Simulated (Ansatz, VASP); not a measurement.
One calculation of ScSi2O3, two programs

```
Sc Si O
1.0
     5.25342    0.00000    0.00000
    -2.62671    4.54960    0.00000
     0.00000    0.00000    3.00940
Sc Si O
1 2 3
Direct
  0.00000 0.00000 0.00000
  0.33333 0.66667 0.00000
  0.66667 0.33333 0.00000
  0.50000 0.00000 0.50000
  0.50000 0.50000 0.50000
  0.00000 0.50000 0.50000
```

Change from the starting cell: species swapped into the NdB2Rh3 type (P6/mmm, No. 191).

Alike in both runs: task single point; functional PBE; k mesh 6 × 6 × 6; occupations gaussian, width 0.1 eV; collinear spin.

```csv
,VASP,Ansatz
version,VASP 6.6.1,Ansatz 0.2.0
potentials or method,"VASP PAW PBE potentials, release 64 (Sc_sv, Si, O), cutoff 520 eV","scalar-relativistic, plane waves, PAW"
valence electrons in the cell,37,37
```

Ansatz gave:

| Property | Result |
| --- | --- |
| gap on the k mesh at the Fermi level (eV) | none |
| pressure (GPa) | -2.3 |
| traceless stress, the component that is largest in VASP (GPa) | -3.05 |
| net moment per atom (μB) | 0.02 |
| size of the moment on the site where the two differ most (μB) | 0.05 |

Question: What did VASP give for the same quantities?

Answer: gap on the k mesh at the Fermi level (eV): none; pressure (GPa): -2.3; traceless stress, the component that is largest in VASP (GPa): -2.96; net moment per atom (μB): 0.02; size of the moment on the site where the two differ most (μB): 0.06.

Site moments also hang on the region over which each program counts them. A gap of «none» marks a metal or a gap that the smearing closes. Ansatz's warnings: seeded moment not kept.
